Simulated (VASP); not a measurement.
The system is NaI.

```xyz
2
Lattice="0.0000 3.2364 3.2364 3.2364 0.0000 3.2364 3.2364 3.2364 0.0000" Properties=species:S:1:pos:R:3 pbc="T T T"
Na    0.0000    0.0000    0.0000
I     3.2364    3.2364    3.2364
```

Base run:

* Program: VASP 6.6.1
* Functional: PBE
* Potentials or basis: VASP PAW PBE potentials, release 64 (Na_pv, I)
* Cutoff: 520 eV
* k mesh: 8 × 8 × 8
* Occupations: fermi-dirac, width 0.02 eV
* Spin: no spin polarisation

Its results: band gap on the k mesh 3.64 eV; pressure 0.4 GPa.

The run is repeated on the same cell with these changes: functional from PBE to PBEsol. What comes out?

Band gap on the k mesh 3.51 eV; pressure -0.5 GPa.

PBEsol binds more tightly than PBE, so the same cell stands under less pressure.

Caveats: spin-orbit coupling is left out, which moves the levels of the heavy elements; the PAW data sets were made with another functional, which shifts forces and pressure a little (at least some runs).

